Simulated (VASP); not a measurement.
# H7Rh2 (P6/mmm) in VASP: a series of runs

The runs below take H7Rh2 through relaxation of cell and atoms, single point, with PBE.

Everything below comes from runs of VASP 6.6.1. Logs are shortened: lines on timing, memory, paths and dates and some standing lists are left out, and cuts for length are marked.

## 1. The cell of the first run

Symmetry: P6/mmm, No. 191, hexagonal system. The conventional cell has a = 4.016 Å, b = 4.016 Å, c = 5.699 Å, α = 90.00°, β = 90.00°, γ = 120.00°. H (site symmetry 3m) has 1 Rh at 1.55 Å within 2.1 Å. H (site symmetry 6mm) has 1 H at 1.12 Å within 1.5 Å. Within 3.0 Å of H (site symmetry 6/mmm) lie 14 H at 2.29 to 2.66 Å. Rh (site symmetry -6m2) has 2 H at 1.55 Å within 2.1 Å.

The cell was generated, and may not be a known phase.

## 2. Relaxation of cell and atoms, PBE

Input file INCAR:

```
PREC = Accurate
ENCUT = 600
EDIFF = 1E-6
ISMEAR = 0
SIGMA = 0.1
LREAL = F
LASPH = T
NELM = 80
ALGO = Normal
ISIF = 3
LWAVE = F
LCHARG = F
GGA = PE
IBRION = 2
NSW = 90
EDIFFG = -0.04
```

Input file KPOINTS:

```
Automatic mesh
0
Gamma
  6 6 4
```

Input file POSCAR:

```
H7Rh2
1.0
    4.0156316700      0.0000000000      0.0000000000
   -2.0078158300      3.4776390400      0.0000000000
    0.0000000000      0.0000000000      5.6990075100
H Rh
7 2
Direct
    0.3333333300      0.6666666700      0.2276205100
    0.3333333300      0.6666666700      0.7723794900
    0.6666666700      0.3333333300      0.7723794900
    0.6666666700      0.3333333300      0.2276205100
    0.0000000000      0.0000000000      0.5983159500
    0.0000000000      0.0000000000      0.4016840500
    0.0000000000      0.0000000000      0.0000000000
    0.3333333300      0.6666666700      0.5000000000
    0.6666666700      0.3333333300      0.5000000000
```

Potentials or basis: VASP PAW PBE potentials, release 64 (H, Rh_pv).

The run is started by

```console
cat potpaw_PBE.64/H/POTCAR potpaw_PBE.64/Rh_pv/POTCAR > POTCAR
mpirun -np 1 vasp_std > vasp.out
```

OUTCAR:

```text
PREC = Accurate
   ENCUT = 600
   EDIFF = 1E-6
   ISMEAR = 0
   LREAL = F
   LASPH = T
   NELM = 80
   ISIF = 3
   GGA = PE
   IBRION = 2
   NSW = 90
   EDIFFG = -0.04

 ion  position               nearest neighbor table
   1  0.333  0.667  0.228-   8 1.55
   2  0.333  0.667  0.772-   8 1.55
   3  0.667  0.333  0.772-   9 1.55
   4  0.667  0.333  0.228-   9 1.55
   5  0.000  0.000  0.598-
   6  0.000  0.000  0.402-
   7  0.000  0.000  0.000-
   8  0.333  0.667  0.500-   1 1.55   2 1.55   9 2.32   9 2.32   9 2.32
   9  0.667  0.333  0.500-   3 1.55   4 1.55   8 2.32   8 2.32   8 2.32

  LATTYP: Found a hexagonal cell.
 ALAT       =     4.0156316700
 C/A-ratio  =     1.4192057386

  Lattice vectors:

 A1 = (   4.0156316700,   0.0000000000,   0.0000000000)
 A2 = (  -2.0078158300,   3.4776390400,   0.0000000000)
 A3 = (   0.0000000000,   0.0000000000,   5.6990075100)

Analysis of symmetry for initial positions (statically):
=====================================================================
 Subroutine PRICEL returns:
 Original cell was already a primitive cell.

 Routine SETGRP: Setting up the symmetry group for a
 hexagonal supercell.

 Subroutine GETGRP returns: Found 24 space group operations
 (whereof 24 operations were pure point group operations)
 out of a pool of 24 trial point group operations.

The static configuration has the point symmetry D_6h.

Analysis of symmetry for dynamics (positions and initial velocities):
=====================================================================
 Subroutine PRICEL returns:
 Original cell was already a primitive cell.

 Routine SETGRP: Setting up the symmetry group for a
 hexagonal supercell.

 Subroutine GETGRP returns: Found 24 space group operations
 (whereof 24 operations were pure point group operations)
 out of a pool of 24 trial point group operations.

The dynamic configuration has the point symmetry D_6h.

 Subroutine INISYM returns: Found 24 space group operations
 (whereof 24 operations are pure point group operations),
 and found     1 'primitive' translations

----------------------------------------------------------------------------------------

                                     Primitive cell

[... 88 lines left out ...]
   NGX,Y,Z   is equivalent  to a cutoff of  13.25, 13.25, 14.00 a.u.
   NGXF,Y,Z  is equivalent  to a cutoff of  26.50, 26.50, 28.00 a.u.
 SYSTEM =  unknown system
   PREC   = accura    normal or accurate (medium, high low for compatibility)
   ISTART =      0    job   : 0-new  1-cont  2-samecut
   ICHARG =      2    charge: 1-file 2-atom 10-const
   ISPIN  =      1    spin polarized calculation?
   LNONCOLLINEAR =      F non collinear calculations
   LSORBIT =      F    spin-orbit coupling
   LASPH  =      T    aspherical Exc in radial PAW
   ENCUT  =  600.0 eV  44.10 Ry    6.64 a.u.   8.02  8.02 11.38*2*pi/ulx,y,z
   NELM   =     80;   NELMIN=  2; NELMDL= -5     # of ELM steps
   EDIFF  = 0.1E-05   stopping-criterion for ELM
   LREAL  =      F    real-space projection
   EDIFFG = -.4E-01   stopping-criterion for IOM
   NSW    =     90    number of steps for IOM
   IBRION =      2    ionic relax: 0-MD 1-quasi-New 2-CG
   NFREE  =      1    steps in history (QN), initial steepest desc. (CG)
   ISIF   =      3    stress and relaxation
   ISYM   =      2    0-nonsym 1-usesym 2-fastsym
   POTIM  = 0.5000    time-step for ionic-motion
   TEBEG  =    0.0;   TEEND  =   0.0 temperature during run
   PSTRESS=    0.0 pullay stress
   NELECT =      37.0000    total number of electrons
   NUPDOWN=      -1.0000    fix difference up-down
   EMIN   =  10.00;   EMAX   =-10.00  energy-range for DOS
   EFERMI =   0.00;   METHOD = LEGACY
   ISMEAR =     0;   SIGMA  =   0.10  broadening in eV -4-tet -1-fermi 0-gaus
   EFERMI_NEDOS =   21; number of points for ismear=-14 and -15
   IALGO  =     38    algorithm
   IMIX   =      4    mixing-type and parameters
     AMIX     =   0.40;   BMIX     =  1.00
     AMIX_MAG =   1.60;   BMIX_MAG =  1.00
  volume/ion in A,a.u.               =       8.84        59.67
  Fermi-wavevector in a.u.,A,eV,Ry     =   1.268225  2.396597 21.883527  1.608394
  Thomas-Fermi vector in A             =   2.401331
   LORBIT       =      0    0 simple, 1 ext, 2 COOP (PROOUT), +10 PAW based schemes
   GGA     = PE    functional components
   LHFCALC =     F    Hartree Fock is set to
   AEXX    =    0.0000 exact exchange contribution
   IVDW    =     0    specifies the selected vdW correction
   LEPSILON=     F    determine dielectric tensor
   LRPA    =     F    only Hartree local field effects (RPA)
 conjugate gradient relaxation of ions
 non-spin polarized calculation
 Gauss-broadening in eV      SIGMA  =   0.10
  energy-cutoff  :      600.00
  volume of cell :       79.59
 maximum number of plane-waves:      2676
   NGX = 17   NGY = 17   NGZ = 23

--------------------------------------- Ionic step        1  -------------------------------------------

 number of electron      36.9999997 magnetization

 Free energy of the ion-electron system (eV)
  ---------------------------------------------------
  ext. energy  EPLUGINS =         0.00000000
  ---------------------------------------------------
  free energy    TOTEN  =       -28.13831013 eV

  energy without entropy =      -28.08881357  energy(sigma->0) =      -28.11356185

------------------------ aborting loop because EDIFF is reached ----------------------------------------

  FORCE on cell =-STRESS in cart. coord.  units (eV):
  Direction    XX          YY          ZZ          XY          YZ          ZX
  --------------------------------------------------------------------------------------
  -------------------------------------------------------------------------------------
  Total        6.1321163      6.1321163      9.5565253      0.0000000     -0.0000000     -0.0000000
  in kB      123.4478016    123.4478017    192.3857916      0.0000002     -0.0000000     -0.0000000
  external PRESSURE =     146.4271316 kB  Pullay stress =       0.0000000 kB
[... 1219 lines left out ...]
     22       4.0783      0.00000
     23      10.9507      0.00000

[... ionic steps 4 to 35 ...]

--------------------------------------- Ionic step       36  -------------------------------------------

 number of electron      36.9999998 magnetization

------------------------ aborting loop because EDIFF is reached ----------------------------------------
[... 81 lines left out ...]
--------------------------------------- Ionic step       38  -------------------------------------------

 number of electron      36.9999998 magnetization

 Free energy of the ion-electron system (eV)
  ---------------------------------------------------
  ext. energy  EPLUGINS =         0.00000000
  ---------------------------------------------------
  free energy    TOTEN  =       -33.39172809 eV

  energy without entropy =      -33.35449179  energy(sigma->0) =      -33.37310994

 E-fermi :   3.6082     XC(G=0): -10.4207

 val. band max:        3.6066781328   @ k =   0.5000   0.0000   0.0000
 cond. band min:       3.6197906368   @ k =   0.1667   0.0000   0.2500
 fundamental gap:      0.0131125040
 Fermi energy:         3.6082412170
[... 580 lines left out ...]
  FREE ENERGIE OF THE ION-ELECTRON SYSTEM (eV)
  ---------------------------------------------------
  free  energy   TOTEN  =       -33.3917280872 eV

  energy  without entropy=      -33.3544917934  energy(sigma->0) =      -33.37310994

 reached required accuracy - stopping structural energy minimisation
```

CONTCAR:

```text
H7Rh2
   1.00000000000000
     4.2158211999680741    0.0000000000257209   -0.0000000000000000
    -2.1079105947124992    3.6510082586015740   -0.0000000000000000
     0.0000000000000000    0.0000000000000000    4.5046936381183782
  H               Rh
     7     2
Direct
     0.3333333300000021    0.6666666699999979    0.0970632295057390
     0.3333333300000021    0.6666666699999979    0.9029367704942607
     0.6666666699999979    0.3333333300000021    0.9029367704942608
     0.6666666699999979    0.3333333300000021    0.0970632295057390
     0.0000000000000000    0.0000000000000000    0.7891703458920275
     1.0000000000000000    1.0000000000000000    0.2108296541079722
     0.0000000000000000    0.0000000000000000    0.0000000000000000
     0.3333333300000021    0.6666666699999979    0.5000000000000000
     0.6666666699999979    0.3333333300000021    0.5000000000000000

  0.00000000E+00  0.00000000E+00  0.00000000E+00
  0.00000000E+00  0.00000000E+00  0.00000000E+00
  0.00000000E+00  0.00000000E+00  0.00000000E+00
  0.00000000E+00  0.00000000E+00  0.00000000E+00
  0.00000000E+00  0.00000000E+00  0.00000000E+00
  0.00000000E+00  0.00000000E+00  0.00000000E+00
  0.00000000E+00  0.00000000E+00  0.00000000E+00
  0.00000000E+00  0.00000000E+00  0.00000000E+00
  0.00000000E+00  0.00000000E+00  0.00000000E+00
```

Run time: 20 min. Hardware: 1 thread of AMD EPYC 7R43 (Zen 3), shared host; peak memory 0.2 GiB.

What came out:

* Free energy: -33.3917 eV
* Relaxed volume: 7.70 Å³/atom
* Relaxed cell: a = 4.216 Å, b = 4.216 Å, c = 4.505 Å, α = 90.00°, β = 90.00°, γ = 120.00°
* Space group after relaxing (to 0.1 Å): P6/mmm (No. 191)
* Energy gained by relaxing: 583.7 meV/atom
* Ionic steps: 38
* Pressure after relaxing: -0.1 GPa
* Largest force after relaxing: 0.015 eV/Å
* Band gap on the k mesh: zero (an odd number of electrons rules out a gap without spin polarisation)

Forces in eV/Å, atoms in the order of the input:
```
H    0.000  0.000  0.002
H    0.000  0.000 -0.002
H    0.000  0.000 -0.002
H    0.000  0.000  0.002
H    0.000  0.000  0.015
H    0.000  0.000 -0.015
H    0.000  0.000  0.000
Rh   0.000  0.000  0.000
Rh   0.000  0.000  0.000
```

The path:
| step | energy change (eV) | largest force (eV/Å) | pressure (GPa) | volume (Å³) |
| --- | --- | --- | --- | --- |
| 1 | 0.0000 | 2.1042 | 14.64 | 79.59 |
| 2 | -0.7824 | 1.6499 | -2.87 | 89.25 |
| 3 | -0.7925 | 1.6413 | -1.50 | 88.11 |
| 4 | -1.0658 | 0.1791 | -0.85 | 89.09 |
| 5 | -1.0703 | 0.2756 | -0.69 | 89.22 |
| 6 | -1.0704 | 0.1925 | -0.72 | 89.20 |
| 7 | -1.0884 | 0.1635 | -0.25 | 88.61 |
| 8 | -1.0901 | 0.2532 | 0.01 | 88.37 |
| 9 | -1.1048 | 0.2633 | -0.34 | 88.08 |
| 10 | -1.1492 | 0.3016 | -1.03 | 87.16 |
| 11 | -1.2553 | 0.5092 | -2.12 | 85.21 |
| 12 | -1.6220 | 1.4085 | -2.60 | 80.84 |
| 13 | -1.5525 | 6.8594 | 13.72 | 70.14 |
| 14 | -1.4317 | 2.6300 | 1.61 | 78.41 |
| 15 | -1.7349 | 4.8130 | 5.63 | 74.46 |
| 16 | -1.7603 | 6.0125 | 9.11 | 72.35 |
| 17 | -1.6571 | 6.5880 | 11.41 | 71.26 |
| 18 | -1.7088 | 6.3640 | 10.50 | 71.68 |
| 19 | -1.8988 | 5.4775 | 9.37 | 71.84 |
| 20 | -2.3569 | 3.4584 | 6.41 | 72.29 |
| 21 | -2.9172 | 1.3584 | 1.69 | 73.20 |
| 22 | -3.3281 | 0.6350 | -4.26 | 74.99 |
| 23 | -3.3595 | 0.7097 | -5.19 | 75.46 |
| 24 | -3.3714 | 1.0988 | -5.95 | 75.96 |
| 25 | -3.4534 | 0.8960 | -6.02 | 75.40 |
| 26 | -3.6321 | 1.1075 | -5.82 | 73.71 |
| 27 | -3.7644 | 1.4597 | -3.54 | 70.38 |
| 28 | -3.8619 | 1.5469 | -2.40 | 69.38 |
| 29 | -4.1191 | 1.7175 | 1.87 | 66.42 |
| 30 | -4.2978 | 1.5685 | 15.07 | 60.72 |
| 31 | -4.4828 | 1.3572 | 15.94 | 60.49 |
| 32 | -4.7272 | 0.2352 | 19.56 | 59.87 |
| 33 | -4.9537 | 0.1445 | 13.89 | 61.94 |
| 34 | -5.2426 | 0.0746 | 2.23 | 67.80 |
| 35 | -5.2522 | 0.1054 | 0.49 | 69.02 |
| 36 | -5.2525 | 0.1116 | 0.11 | 69.28 |
| 37 | -5.2533 | 0.0412 | -0.01 | 69.32 |
| 38 | -5.2534 | 0.0151 | -0.08 | 69.34 |

Final structure:
```xyz
9
Lattice="4.2158 0.0000 0.0000 -2.1079 3.6510 0.0000 0.0000 0.0000 4.5047" Properties=species:S:1:pos:R:3 pbc="T T T"
H     0.0000    2.4340    0.4372
H     0.0000    2.4340    4.0675
H     2.1079    1.2170    4.0675
H     2.1079    1.2170    0.4372
H     0.0000    0.0000    3.5550
H     2.1079    3.6510    0.9497
H     0.0000    0.0000    0.0000
Rh    0.0000    2.4340    2.2523
Rh    2.1079    1.2170    2.2523
```

Caveat: a cell axis changed by over 15 % at a fixed basis, so the end point is rough; an odd number of electrons without spin polarisation forces a metal; a magnetic or distorted state may lie lower.

## 3. Single point, PBE, collinear spin, ferromagnetic start

This run uses another cell than the first one, of 7.71 Å³/atom.

Input file INCAR:

```
ALGO = Normal
EDIFF = 1E-6
ENCUT = 520
GGA = PE
ISIF = 2
ISMEAR = 0
ISPIN = 2
LASPH = T
LCHARG = F
LMAXMIX = 4
LORBIT = 11
LREAL = F
LWAVE = F
MAGMOM = 0 0 0 0 0 0 0 1 1
NBANDS = 32
NELM = 150
PREC = Accurate
SIGMA = 0.1
```

Input file KPOINTS:

```
k-points
0
Gamma
  6 6 4
```

Input file POSCAR:

```
H7Rh2
1.0
    4.2183245363      0.0000000000      0.0000000000
   -2.1091622682      3.6531762099      0.0000000000
    0.0000000000      0.0000000000      4.5027024223
H Rh
7 2
Direct
    0.3333333333      0.6666666667      0.0972419422
    0.3333333333      0.6666666667      0.9027580578
    0.6666666667      0.3333333333      0.9027580578
    0.6666666667      0.3333333333      0.0972419422
    0.0000000000      0.0000000000      0.7893032358
    0.0000000000      0.0000000000      0.2106967642
    0.0000000000      0.0000000000      0.0000000000
    0.3333333333      0.6666666667      0.5000000000
    0.6666666667      0.3333333333      0.5000000000
```

Potentials or basis: VASP PAW PBE potentials, release 64 (H, Rh_pv).

The run is started by

```console
cat potpaw_PBE.64/H/POTCAR potpaw_PBE.64/Rh_pv/POTCAR > POTCAR
mpirun -np 1 vasp_std > vasp.out
```

OUTCAR:

```text
EDIFF = 1E-6
   ENCUT = 520
   GGA = PE
   ISIF = 2
   ISMEAR = 0
   ISPIN = 2
   LASPH = T
   LORBIT = 11
   LREAL = F
   NELM = 150
   PREC = Accurate

 ion  position               nearest neighbor table
   1  0.333  0.667  0.097-   2 0.88   8 1.81
   2  0.333  0.667  0.903-   1 0.88   8 1.81
   3  0.667  0.333  0.903-   4 0.88   9 1.81
   4  0.667  0.333  0.097-   3 0.88   9 1.81
   5  0.000  0.000  0.789-
   6  0.000  0.000  0.211-
   7  0.000  0.000  0.000-
   8  0.333  0.667  0.500-   1 1.81   2 1.81   9 2.44   9 2.44   9 2.44
   9  0.667  0.333  0.500-   3 1.81   4 1.81   8 2.44   8 2.44   8 2.44
[... 1634 lines left out ...]
      0.00000      0.00000      3.55400         0.000000     -0.000000     -0.007859
      0.00000      0.00000      0.94870         0.000000     -0.000000      0.007859
      0.00000      0.00000      0.00000         0.000000     -0.000000      0.000000
     -0.00000      2.43545      2.25135        -0.000000      0.000000      0.000000
      2.10916      1.21773      2.25135         0.000000     -0.000000      0.000000
 -----------------------------------------------------------------------------------
    total drift:                               -0.000000      0.000000      0.000000

  FREE ENERGIE OF THE ION-ELECTRON SYSTEM (eV)
  ---------------------------------------------------
  free  energy   TOTEN  =       -33.4225038312 eV

  energy  without entropy=      -33.4068464199  energy(sigma->0) =      -33.41467513

 total charge

# of ion       s       p       d       tot
------------------------------------------
    1        0.552   0.028   0.000   0.580
    2        0.552   0.028   0.000   0.580
    3        0.552   0.028   0.000   0.580
    4        0.552   0.028   0.000   0.580
    5        0.458   0.018   0.000   0.476
    6        0.458   0.018   0.000   0.476
    7        0.571   0.027   0.000   0.598
    8        0.385   6.197   7.229  13.811
    9        0.385   6.197   7.229  13.811
--------------------------------------------------
tot          4.466  12.567  14.458  31.491

 magnetization (x)

# of ion       s       p       d       tot
------------------------------------------
    1        0.007   0.001   0.000   0.008
    2        0.007   0.001   0.000   0.008
    3        0.007   0.001   0.000   0.008
    4        0.007   0.001   0.000   0.008
    5       -0.004   0.000   0.000  -0.004
    6       -0.004   0.000   0.000  -0.004
    7        0.003  -0.001   0.000   0.002
    8        0.003   0.006   0.584   0.594
    9        0.003   0.006   0.584   0.594
--------------------------------------------------
tot          0.028   0.017   1.169   1.214
```

OSZICAR:

```text
N       E                     dE             d eps       ncg     rms          rms(c)
DAV:   1     0.326488766569E+03    0.32649E+03   -0.20534E+04  2768   0.113E+03
DAV:   2    -0.252859995656E+02   -0.35177E+03   -0.33749E+03  2992   0.348E+02
DAV:   3    -0.348558117355E+02   -0.95698E+01   -0.94787E+01  3176   0.632E+01
DAV:   4    -0.349225485757E+02   -0.66737E-01   -0.66720E-01  3072   0.538E+00
DAV:   5    -0.349236622085E+02   -0.11136E-02   -0.11136E-02  3216   0.706E-01    0.127E+01
DAV:   6    -0.336959400353E+02    0.12277E+01   -0.60421E+00  2912   0.164E+01    0.639E+00
DAV:   7    -0.334457996742E+02    0.25014E+00   -0.10475E+00  2944   0.714E+00    0.361E+00
DAV:   8    -0.334212629987E+02    0.24537E-01   -0.80884E-02  3016   0.145E+00    0.152E+00
DAV:   9    -0.334227010380E+02   -0.14380E-02   -0.12698E-02  2952   0.549E-01    0.452E-01
DAV:  10    -0.334223003091E+02    0.40073E-03   -0.39206E-03  2984   0.405E-01    0.105E-01
DAV:  11    -0.334224339099E+02   -0.13360E-03   -0.59069E-04  3016   0.114E-01    0.500E-02
DAV:  12    -0.334224727589E+02   -0.38849E-04   -0.57877E-05  2968   0.415E-02    0.277E-02
DAV:  13    -0.334224993155E+02   -0.26557E-04   -0.25882E-05  2864   0.268E-02    0.111E-02
DAV:  14    -0.334225030937E+02   -0.37782E-05   -0.28359E-06  3008   0.855E-03    0.533E-03
DAV:  15    -0.334225038312E+02   -0.73751E-06   -0.76899E-07  2536   0.458E-03
   1 F= -.33422504E+02 E0= -.33414675E+02  d E =-.156574E-01  mag=     1.2682
```

It took 2 min on 1 thread of AMD EPYC 7R43 (Zen 3), shared host; peak memory 0.21 GiB.

Results:

```
Free energy                                           : -33.4225 eV
Pressure                                              : 0.1 GPa
Largest force                                         : 0.031 eV/Å
Net moment                                            : 1.27 μB per cell
Site moments                                          : H +0.01, -0.00, +0.00 (each value once); Rh +0.59 μB
Valence electrons inside the program's atomic spheres : H 0.58, 0.48, 0.60 (each value once); Rh 13.81
```

Forces in eV/Å, atoms in the order of the input:
```
H    0.000  0.000 -0.031
H    0.000  0.000  0.031
H    0.000  0.000  0.031
H    0.000  0.000 -0.031
H    0.000  0.000 -0.008
H    0.000  0.000  0.008
H    0.000  0.000  0.000
Rh   0.000  0.000  0.000
Rh   0.000  0.000  0.000
```

Stress tensor (GPa, compression positive):
```
0.18 0.00 0.00
0.00 0.18 0.00
0.00 0.00 0.03
```

Caveat: a moment this small can come from the mesh or the smearing.

The gap in the log of VASP goes by the Fermi energy; the results here count the filled bands.